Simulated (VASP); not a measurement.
A run of VASP 6.6.1 is set up as follows.

The input POSCAR:

```
Ag
1.0
    0.0000000000      2.0737465000      1.9818070000
    2.0737465000      0.0000000000      1.9818070000
    2.0737465000      2.0737465000      0.0000000000
Ag
1
Direct
    0.0000000000      0.0000000000      0.0000000000
```

INCAR.step1

```
ALGO = Normal
EDIFF = 1E-4
ENCUT = 520
GGA = PE
ISMEAR = 0
LASPH = True
LCHARG = False
LREAL = False
LWAVE = True
NBANDS = 12
NELM = 60
PREC = Accurate
SIGMA = 0.15
```

The input INCAR.step2:

```
ALGO = Normal
EDIFF = 1E-7
ENCUT = 520
ISIF = 2
ISMEAR = 0
ISTART = 1
LASPH = True
LCHARG = True
LELF = True
LMIXTAU = True
LREAL = False
LVHAR = True
LWAVE = False
METAGGA = R2SCAN
NBANDS = 12
NELM = 60
PREC = Accurate
SIGMA = 0.15
```

Contents of KPOINTS:

```
k-points
0
Gamma
  20 20 20
```

Potentials or basis: VASP PAW PBE potentials, release 64 (Ag).

Run with:

```console
$ cat potpaw_PBE.64/Ag/POTCAR > POTCAR
$ cp INCAR.step1 INCAR
$ mpirun -np 1 vasp_std > vasp.out
$ cp INCAR.step2 INCAR
$ mpirun -np 1 vasp_std > vasp.out
```

**Question.** Predict the pressure.

**Answer.** 1.7 GPa.

**Question.** What does it give for the band gap on the k mesh?

**Answer.** Zero (an odd number of electrons rules out a gap without spin polarisation).

Stress tensor (GPa, compression positive):
```
1.17 0.00 0.00
0.00 1.17 0.00
0.00 0.00 2.76
```

Caveat: the cell differs from its parent crystal (strain +0.015 along x and y, -0.030 along z); the PAW data sets were made with another functional, which shifts forces and pressure a little.
